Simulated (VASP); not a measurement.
A run of VASP 6.6.1 is set up as follows.

File INCAR:

```
  ALGO = Normal
  EDIFF = 1E-7
  ENCUT = 520
  GGA = PE
  ISIF = 2
  ISMEAR = -1
  LASPH = True
  LCHARG = False
  LREAL = False
  LWAVE = False
  NBANDS = 26
  NELM = 60
  PREC = Accurate
  SIGMA = 0.05
```

KPOINTS

```
k-points
0
Gamma
  11 11 11
```

POSCAR

```
NbAs
1.0
   -1.7025248434      1.7025248434      5.7610714056
    1.7025248434     -1.7025248434      5.7610714056
    1.7025248434      1.7025248434     -5.7610714056
Nb As
2 2
Direct
    0.5000000000      0.0000000000      0.5000000000
    0.7500000000      0.7500000000      0.0000000000
    0.9160000000      0.4160000000      0.5000000000
    0.1660000000      0.1660000000      0.0000000000
```

Potentials or basis: VASP PAW PBE potentials, release 64 (Nb_sv, As).

Launch:

```console
$ cat potpaw_PBE.64/Nb_sv/POTCAR potpaw_PBE.64/As/POTCAR > POTCAR
$ mpirun -np 1 vasp_std > vasp.out
```

Problem. Predict the pressure.

Solution. 11.3 GPa.

Problem. What does it give for the band gap on the k mesh?

Solution. 0.03 eV (least direct gap 0.09 eV).

Problem. What does it give for the largest force?

Solution. 0.353 eV/Å.

Forces in eV/Å, atoms in the order of the input:
```
Nb   0.000  0.000 -0.353
Nb   0.000  0.000 -0.353
As   0.000  0.000  0.353
As   0.000  0.000  0.353
```

Caveat: the cell stands under pressure. A k mesh can miss the band edges.
